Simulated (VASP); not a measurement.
**Pd: relaxation of cell and atoms with r2SCAN**

Crystal: Pd.

```
Pd
1.0
     3.60384    0.00000    0.00000
    -1.80192    3.12102    0.00000
     0.00000    0.00000    4.08868
Pd
3
Direct
  0.22540 0.00000 0.33333
  0.00000 0.22540 0.66667
  0.77460 0.77460 0.00000
```

```json
{
  "Program": "VASP 6.6.1",
  "Task": "relaxation of cell and atoms",
  "Functional": "r2SCAN",
  "Potentials or basis": "VASP PAW PBE potentials, release 64 (Pd)",
  "Cutoff": "600 eV",
  "k mesh": "6 × 6 × 4",
  "Occupations": "gaussian, width 0.1 eV",
  "Spin": "no spin polarisation",
  "Dipole correction": "no",
  "Further INCAR settings": "ALGO = Normal; EDIFF = 1e-06; IBRION = 2; EDIFFG = -0.04; NSW = 90; ISIF = 3"
}
```

```
Relaxed volume                        : 14.90 Å³/atom
Relaxed cell                          : a = 2.789 Å, b = 2.789 Å, c = 6.635 Å, α = 90.00°, β = 90.00°, γ = 120.00°
Space group after relaxing (to 0.1 Å) : Fm-3m (No. 225)
Pressure after relaxing               : 0.0 GPa
Largest force after relaxing          : 0.014 eV/Å
Band gap on the k mesh                : zero (bands 15 and 16 overlap by 1.08 eV)
```

Forces in eV/Å, atoms in the order of the input:
```
Pd   0.014  0.000  0.000
Pd  -0.007  0.012  0.000
Pd  -0.007 -0.012  0.000
```

Final structure:
```
CELL_PARAMETERS angstrom
2.78933 0.00000 0.00000
-1.39467 2.41563 0.00000
0.00000 0.00000 6.63452
ATOMIC_POSITIONS crystal
Pd 0.33182 0.00000 0.33333
Pd 0.00000 0.33182 0.66667
Pd 0.66818 0.66818 0.00000
```

Levels at points of the mesh, in eV from the Fermi level:
| k point | band 11 | band 12 | band 13 | band 14 | band 15 | band 16 | band 17 | band 18 | band 19 |
| --- | --- | --- | --- | --- | --- | --- | --- | --- | --- |
| (0.00, 0.00, 0.00) | -1.44 | -1.44 | -1.27 | -1.27 | -0.69 | -0.68 | -0.68 | -0.66 | 12.56 |
| (0.50, 0.00, 0.00) | -0.10 | -0.07 | -0.06 | 0.28 | 0.34 | 3.26 | 3.27 | 3.69 | 8.43 |
| (0.00, 0.00, 0.50) | -2.60 | -1.43 | -1.41 | -1.41 | -1.40 | 0.02 | 0.02 | 1.60 | 8.09 |
| (0.50, 0.00, 0.50) | -0.89 | -0.12 | 0.01 | 0.06 | 0.07 | 1.25 | 4.03 | 4.05 | 7.50 |

It took 42 min on 1 thread of AMD EPYC 9R45 96-Core Processor (Zen 5) (shared host), peak memory 0.19 GiB.

Caveat: the k points lie up to 0.43 Å⁻¹ apart in the final cell, too coarse for converged energies and pressures of a metal; a cell axis changed by over 15 % at a fixed basis, so the end point is rough; the PAW data sets were made with another functional, which shifts forces and pressure a little.
